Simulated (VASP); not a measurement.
# Cu2H3 (P4/mmm) in VASP: notebook

The runs below take Cu2H3 through single point, relaxation of cell and atoms, with PBE.

Program: VASP 6.6.1. These are calculated values, not measurements. Logs are shortened: lines on timing, memory, paths and dates and some standing lists are left out, and cuts for length are marked.

## (1) The cell of the first run

It takes space group P4/mmm (No. 123, tetragonal). The conventional cell has a = 3.674 Å, b = 3.674 Å, c = 3.185 Å, α = 90.00°, β = 90.00°, γ = 90.00°. Cu (site symmetry mmm) has 4 H at 1.59 to 1.84 Å within 2.1 Å. H (site symmetry mmm) has 2 Cu at 1.59 Å within 2.1 Å. Within 2.4 Å of H (site symmetry 4/mmm) lie 4 Cu at 1.84 Å.

## (2) Single point, PBE

INCAR reads:

```
PREC = Accurate ; ENCUT = 520
EDIFF = 1E-6 ; ISMEAR = 0
SIGMA = 0.1 ; LREAL = F
LASPH = T ; NELM = 100
ALGO = Normal ; ISIF = 2
LWAVE = F ; LCHARG = T
GGA = PE ; LELF = T
LVHAR = T ; NBANDS = 20
```

KPOINTS reads:

```
Automatic mesh
0
Gamma
  10 10 12
```

POSCAR reads:

```
Cu2H3
1.0
    3.6739430470      0.0000000000      0.0000000000
    0.0000000000      3.6739430470      0.0000000000
    0.0000000000      0.0000000000      3.1853385954
Cu H
2 3
Direct
    0.5000000000      0.0000000000      0.0000000000
    0.0000000000      0.5000000000      0.0000000000
    0.5000000000      0.0000000000      0.5000000000
    0.0000000000      0.5000000000      0.5000000000
    0.0000000000      0.0000000000      0.0000000000
```

Potentials or basis: VASP PAW PBE potentials, release 64 (Cu, H).

Launch:

```console
$ cat potpaw_PBE.64/Cu/POTCAR potpaw_PBE.64/H/POTCAR > POTCAR
$ mpirun -np 1 vasp_std > vasp.out
```

OUTCAR:

```text
PREC = Accurate
   ENCUT = 520
   EDIFF = 1E-6
   ISMEAR = 0
   LREAL = F
   LASPH = T
   NELM = 100
   ISIF = 2
   GGA = PE

 ion  position               nearest neighbor table
   1  0.500  0.000  0.000-   3 1.59   3 1.59   5 1.84   5 1.84   2 2.60   2 2.60   2 2.60   2 2.60

   2  0.000  0.500  0.000-   4 1.59   4 1.59   5 1.84   5 1.84   1 2.60   1 2.60   1 2.60   1 2.60

   3  0.500  0.000  0.500-   1 1.59   1 1.59
   4  0.000  0.500  0.500-   2 1.59   2 1.59
   5  0.000  0.000  0.000-   1 1.84   2 1.84   2 1.84   1 1.84

  LATTYP: Found a simple tetragonal cell.
 ALAT       =     3.6739430470
 C/A-ratio  =     0.8670081584

  Lattice vectors:

 A1 = (   3.6739430470,   0.0000000000,   0.0000000000)
 A2 = (   0.0000000000,   3.6739430470,   0.0000000000)
 A3 = (   0.0000000000,   0.0000000000,   3.1853385954)

Analysis of symmetry for initial positions (statically):
=====================================================================
 Subroutine PRICEL returns:
 Original cell was already a primitive cell.

 Routine SETGRP: Setting up the symmetry group for a
 simple tetragonal supercell.

 Subroutine GETGRP returns: Found 16 space group operations
 (whereof 16 operations were pure point group operations)
 out of a pool of 16 trial point group operations.

The static configuration has the point symmetry D_4h.

Analysis of symmetry for dynamics (positions and initial velocities):
=====================================================================
 Subroutine PRICEL returns:
 Original cell was already a primitive cell.

 Routine SETGRP: Setting up the symmetry group for a
 simple tetragonal supercell.

 Subroutine GETGRP returns: Found 16 space group operations
 (whereof 16 operations were pure point group operations)
 out of a pool of 16 trial point group operations.

The dynamic configuration has the point symmetry D_4h.

 Subroutine INISYM returns: Found 16 space group operations
 (whereof 16 operations are pure point group operations),
 and found     1 'primitive' translations

----------------------------------------------------------------------------------------

                                     Primitive cell

  volume of cell :      42.9952

[... 93 lines left out ...]
   NELM   =    100;   NELMIN=  2; NELMDL= -5     # of ELM steps
   EDIFF  = 0.1E-05   stopping-criterion for ELM
   LREAL  =      F    real-space projection
   EDIFFG = 0.1E-04   stopping-criterion for IOM
   NSW    =      0    number of steps for IOM
   IBRION =     -1    ionic relax: 0-MD 1-quasi-New 2-CG
   NFREE  =      0    steps in history (QN), initial steepest desc. (CG)
   ISIF   =      2    stress and relaxation
   ISYM   =      2    0-nonsym 1-usesym 2-fastsym
   POTIM  = 0.5000    time-step for ionic-motion
   TEBEG  =    0.0;   TEEND  =   0.0 temperature during run
   PSTRESS=    0.0 pullay stress
   NELECT =      25.0000    total number of electrons
   NUPDOWN=      -1.0000    fix difference up-down
   EMIN   =  10.00;   EMAX   =-10.00  energy-range for DOS
   EFERMI =   0.00;   METHOD = LEGACY
   ISMEAR =     0;   SIGMA  =   0.10  broadening in eV -4-tet -1-fermi 0-gaus
   EFERMI_NEDOS =   21; number of points for ismear=-14 and -15
   IALGO  =     38    algorithm
   IMIX   =      4    mixing-type and parameters
     AMIX     =   0.40;   BMIX     =  1.00
     AMIX_MAG =   1.60;   BMIX_MAG =  1.00
  volume/ion in A,a.u.               =       8.60        58.03
  Fermi-wavevector in a.u.,A,eV,Ry     =   1.366411  2.582142 25.403153  1.867079
  Thomas-Fermi vector in A             =   2.492554
   LORBIT       =      0    0 simple, 1 ext, 2 COOP (PROOUT), +10 PAW based schemes
   GGA     = PE    functional components
   LHFCALC =     F    Hartree Fock is set to
   AEXX    =    0.0000 exact exchange contribution
   IVDW    =     0    specifies the selected vdW correction
   LEPSILON=     F    determine dielectric tensor
   LRPA    =     F    only Hartree local field effects (RPA)
 non-spin polarized calculation
 Gauss-broadening in eV      SIGMA  =   0.10
  energy-cutoff  :      520.00
  volume of cell :       43.00
 maximum number of plane-waves:      1196
 NGX is ok and might be reduce to    28
   NGX = 13   NGY = 13   NGZ = 11

 number of electron      25.0000055 magnetization

 Free energy of the ion-electron system (eV)
  ---------------------------------------------------
  ext. energy  EPLUGINS =         0.00000000
  ---------------------------------------------------
  free energy    TOTEN  =       -15.69103325 eV

  energy without entropy =      -15.68766803  energy(sigma->0) =      -15.68935064

 E-fermi :   3.2003     XC(G=0): -10.4815

 val. band max:        3.1989566733   @ k =   0.2000   0.2000   0.0000
 cond. band min:       3.2206123204   @ k =   0.5000   0.3000   0.1667
 fundamental gap:      0.0216556472
 Fermi energy:         3.2003120191

 k-point     1 :       0.0000    0.0000    0.0000
  band No.  band energies     occupation
      1      -6.3907      2.00000
      2      -2.6841      2.00000
      3      -2.1150      2.00000
      4      -0.7739      2.00000
      5      -0.5001      2.00000
      6       0.3127      2.00000
[... 541 lines left out ...]
     19      15.9607      0.00000
     20      16.2296      0.00000

 [... further k-points ...]

------------------------ aborting loop because EDIFF is reached ----------------------------------------

  FORCE on cell =-STRESS in cart. coord.  units (eV):
  Direction    XX          YY          ZZ          XY          YZ          ZX
  --------------------------------------------------------------------------------------
  -------------------------------------------------------------------------------------
  Total        0.0692353      0.0692353      0.0628911      0.0000000      0.0000000      0.0000000
  in kB        2.5799885      2.5799885      2.3435773      0.0000000      0.0000000      0.0000000
  external PRESSURE =       2.5011848 kB  Pullay stress =       0.0000000 kB

 VOLUME and BASIS-vectors are now :
 -----------------------------------------------------------------------------
  energy-cutoff  :      520.00
  volume of cell :       43.00
      direct lattice vectors                 reciprocal lattice vectors
     3.673943047  0.000000000  0.000000000     0.272187126  0.000000000  0.000000000
     0.000000000  3.673943047  0.000000000     0.000000000  0.272187126  0.000000000
     0.000000000  0.000000000  3.185338595     0.000000000  0.000000000  0.313938368

 POSITION                                       TOTAL-FORCE (eV/Angst)
 -----------------------------------------------------------------------------------
      1.83697      0.00000      0.00000         0.000000      0.000000      0.000000
      0.00000      1.83697      0.00000         0.000000      0.000000      0.000000
      1.83697      0.00000      1.59267         0.000000      0.000000      0.000000
      0.00000      1.83697      1.59267         0.000000      0.000000      0.000000
      0.00000      0.00000      0.00000         0.000000      0.000000      0.000000
 -----------------------------------------------------------------------------------
    total drift:                                0.000000      0.000000     -0.000000

  FREE ENERGIE OF THE ION-ELECTRON SYSTEM (eV)
  ---------------------------------------------------
  free  energy   TOTEN  =       -15.6910332478 eV

  energy  without entropy=      -15.6876680349  energy(sigma->0) =      -15.68935064
```

OSZICAR:

```text
N       E                     dE             d eps       ncg     rms          rms(c)
DAV:   1     0.146747005383E+03    0.14675E+03   -0.10787E+04  5960   0.174E+03
DAV:   2    -0.102676926065E+02   -0.15701E+03   -0.14943E+03  5892   0.288E+02
DAV:   3    -0.191908695869E+02   -0.89232E+01   -0.86555E+01  6880   0.920E+01
DAV:   4    -0.193407487089E+02   -0.14988E+00   -0.14973E+00  7088   0.125E+01
DAV:   5    -0.193427931986E+02   -0.20445E-02   -0.20444E-02  7048   0.127E+00    0.151E+01
DAV:   6    -0.183468759751E+02    0.99592E+00   -0.36108E+01  6644   0.150E+02    0.104E+01
DAV:   7    -0.157489800627E+02    0.25979E+01   -0.85655E+00  6696   0.776E+01    0.145E+00
DAV:   8    -0.157285857815E+02    0.20394E-01   -0.70208E-01  8444   0.143E+01    0.161E+00
DAV:   9    -0.156911713967E+02    0.37414E-01   -0.16247E-01  6880   0.104E+01    0.173E-01
DAV:  10    -0.156911627774E+02    0.86193E-05   -0.74608E-03  8948   0.122E+00    0.869E-02
DAV:  11    -0.156910890180E+02    0.73759E-04   -0.16789E-04  8976   0.191E-01    0.570E-02
DAV:  12    -0.156910347944E+02    0.54224E-04   -0.16902E-04  8244   0.312E-01    0.839E-03
DAV:  13    -0.156910340020E+02    0.79241E-06   -0.17884E-05  6704   0.324E-02    0.590E-03
DAV:  14    -0.156910332478E+02    0.75423E-06   -0.80431E-07  3964   0.191E-02
   1 F= -.15691033E+02 E0= -.15689351E+02  d E =-.336521E-02
```

stdout:

```text
POSCAR found type information on POSCAR CuH
 POSCAR found :  2 types and       5 ions
 scaLAPACK will be used
 LDA part: xc-table for (Slater+PW92), standard interpolation
 POSCAR, INCAR and KPOINTS ok, starting setup
 FFT: planning ... GRIDC
 FFT: planning ... GRID_SOFT
 FFT: planning ... GRID
 WAVECAR not read
 entering main loop
```

It took 2.1 min on 1 thread of Intel Xeon Platinum 8259CL at 2.50GHz (Skylake/Cascade Lake), shared host; peak memory 0.23 GiB.

What came out:

```yaml
Free_energy: -15.6910 eV
Pressure: 0.3 GPa
```

Levels at points of the mesh, in eV from the Fermi level:
| k point | band 10 | band 11 | band 12 | band 13 | band 14 | band 15 | band 16 | band 17 |
| --- | --- | --- | --- | --- | --- | --- | --- | --- |
| (0.00, 0.00, 0.00) | -2.09 | -1.66 | 1.67 | 3.41 | 3.41 | 3.58 | 6.97 | 8.13 |
| (0.50, 0.00, 0.00) | -2.64 | -2.56 | -2.37 | 2.74 | 6.01 | 6.85 | 7.63 | 10.01 |
| (0.50, 0.50, 0.00) | -2.31 | -2.22 | -0.49 | -0.49 | -0.49 | 9.84 | 11.17 | 11.17 |
| (0.00, 0.00, 0.50) | -2.25 | -2.07 | -1.66 | -1.08 | 5.79 | 5.79 | 6.08 | 9.79 |
| (0.50, 0.00, 0.50) | -2.64 | -2.22 | -2.17 | -1.72 | -0.59 | 7.90 | 9.03 | 9.24 |
| (0.50, 0.50, 0.50) | -2.43 | -2.40 | -2.40 | -2.34 | 2.03 | 2.97 | 2.97 | 6.24 |

## (3) Relaxation of cell and atoms, PBE

This run uses another cell than the first one, of 8.52 Å³/atom, 0.990 times its volume.

INCAR reads:

```
PREC = Accurate
ENCUT = 600
EDIFF = 1E-6
ISMEAR = 0
SIGMA = 0.1
LREAL = F
LASPH = T
NELM = 100
ALGO = Normal
ISIF = 3
LWAVE = F
LCHARG = F
GGA = PE
IBRION = 2
NSW = 100
EDIFFG = -0.01
```

KPOINTS reads:

```
regular mesh
0
Gamma
  10 10 12
```

POSCAR: that of step 2 with these lines changed.

```diff
@@ -2,5 +2,5 @@
 1.0
-    3.6739430470      0.0000000000      0.0000000000
-    0.0000000000      3.6739430470      0.0000000000
-    0.0000000000      0.0000000000      3.1853385954
+    3.6396793674      0.0000000000      0.0000000000
+    0.0000000000      3.6396793674      0.0000000000
+    0.0000000000      0.0000000000      3.2141484898
 Cu H
```

Potentials or basis: VASP PAW PBE potentials, release 64 (Cu, H).

Launch:

```console
$ cat potpaw_PBE.64/Cu/POTCAR potpaw_PBE.64/H/POTCAR > POTCAR
$ mpirun -np 1 vasp_std > vasp.out
```

It took 7.5 min on 1 thread of Intel Xeon Platinum 8259CL at 2.50GHz (Skylake/Cascade Lake), shared host; peak memory 0.25 GiB.

It converged, with:

```yaml
Free_energy: -15.6926 eV
Relaxed_volume: 8.63 Å³/atom
Relaxed_cell: a = 3.679 Å, b = 3.679 Å, c = 3.187 Å, α = 90.00°, β = 90.00°, γ = 90.00°
Space_group_after_relaxing_to_0.05_Å: P4/mmm (No. 123)
Energy_gained_by_relaxing: 1.5 meV/atom
Ionic_steps: 6
Pressure_after_relaxing: 0.1 GPa
```

The path:
```
step  energy change (eV)  largest force (eV/Å)  pressure (GPa)  volume (Å³)
   1              0.0000                0.0000            0.53        42.58
   2             -0.0055                0.0000            0.57        42.75
   3             -0.0072                0.0000            0.57        42.90
   4             -0.0073                0.0000            0.44        42.91
   5             -0.0077                0.0000            0.18        43.10
   6             -0.0077                0.0000            0.12        43.14
```

Final structure:
```cif
data_structure
_symmetry_space_group_name_H-M 'P 1'
_symmetry_Int_Tables_number 1
_cell_length_a 3.6793
_cell_length_b 3.6793
_cell_length_c 3.1872
_cell_angle_alpha 90.000
_cell_angle_beta 90.000
_cell_angle_gamma 90.000
_cell_volume 43.14
loop_
_atom_site_label
_atom_site_type_symbol
_atom_site_fract_x
_atom_site_fract_y
_atom_site_fract_z
_atom_site_occupancy
Cu1 Cu 0.50000 0.00000 0.00000 1
Cu2 Cu 0.00000 0.50000 0.00000 1
H1 H 0.50000 0.00000 0.50000 1
H2 H 0.00000 0.50000 0.50000 1
H3 H 0.00000 0.00000 0.00000 1
```

Levels at points of the mesh, in eV from the Fermi level:
```csv
k point,band 9,band 10,band 11,band 12,band 13,band 14,band 15,band 16
"(0.00, 0.00, 0.00)",-2.31,-2.08,-1.66,1.66,3.41,3.41,3.57,6.98
"(0.50, 0.00, 0.00)",-2.64,-2.63,-2.54,-2.36,2.73,6.00,6.83,7.61
"(0.50, 0.50, 0.00)",-2.62,-2.30,-2.21,-0.50,-0.50,-0.48,9.84,11.14
"(0.00, 0.00, 0.50)",-2.46,-2.24,-2.07,-1.66,-1.08,5.79,5.79,6.06
"(0.50, 0.00, 0.50)",-2.81,-2.63,-2.22,-2.17,-1.72,-0.58,7.87,9.02
"(0.50, 0.50, 0.50)",-2.60,-2.42,-2.39,-2.39,-2.33,2.04,2.96,2.96
```

[end of part 1 of 2]
